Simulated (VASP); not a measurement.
A run of VASP 6.6.1:

INCAR

```
SYSTEM = Sn4HO8
  ALGO = Normal
  EDIFF = 1E-6
  ENCUT = 520
  GGA = PE
  ISIF = 2
  ISMEAR = 0
  LASPH = .TRUE.
  LCHARG = .TRUE.
  LELF = .TRUE.
  LREAL = .FALSE.
  LVHAR = .TRUE.
  LWAVE = .FALSE.
  NBANDS = 64
  NELM = 100
  PREC = Accurate
  SIGMA = 0.02
```

Contents of KPOINTS:

```
k-points
0
G
  3 3 3
  0 0 0
```

File POSCAR:

```
Sn4HO8
1.0
   -4.8265176449      0.0000000000      3.2381666583
    4.8265176449      0.0000000000      3.2381666583
    0.0000000000      4.8283676020     -3.2381666583
Sn O H
4 8 1
Direct
    0.2351025132      0.7540795862      0.4891818922
    0.7648975808      0.2459205078      0.5108181902
    0.0000000000      0.0000000000      0.0000000000
    0.5000000528      0.5000000528      0.0000000000
   -0.0398889757      0.3009451662      0.2699630822
    0.4690176072      0.8098521635      0.2699630822
    0.9347425612      0.7793514376      0.2140943038
    0.4578008915      0.3225630144      0.2803636988
    0.5421990989      0.6774369760      0.7196361765
    0.0652575328      0.2206486564      0.7859057787
    1.0398888118      0.6990546698      0.7300367931
    0.5309823832      0.1901478269      0.7300367931
    0.4999999698      0.4999999698      0.5000000412
```

Potentials or basis: VASP PAW PBE potentials, release 64 (Sn_d, O, H).

Launch:

```bash
$ cat potpaw_PBE.64/Sn_d/POTCAR potpaw_PBE.64/O/POTCAR potpaw_PBE.64/H/POTCAR > POTCAR
$ mpirun -np 1 vasp_std > vasp.out
```

Hardware: 1 thread of Intel(R) Xeon(R) 6975P-C (Granite Rapids), with other jobs on the host.

Problem. How long does it take, and how much memory?

Solution. It took 88 s on 1 thread of Intel(R) Xeon(R) 6975P-C (Granite Rapids) (shared host), peak memory 0.35 GiB. Counts: scf iterations 14, k points 10.
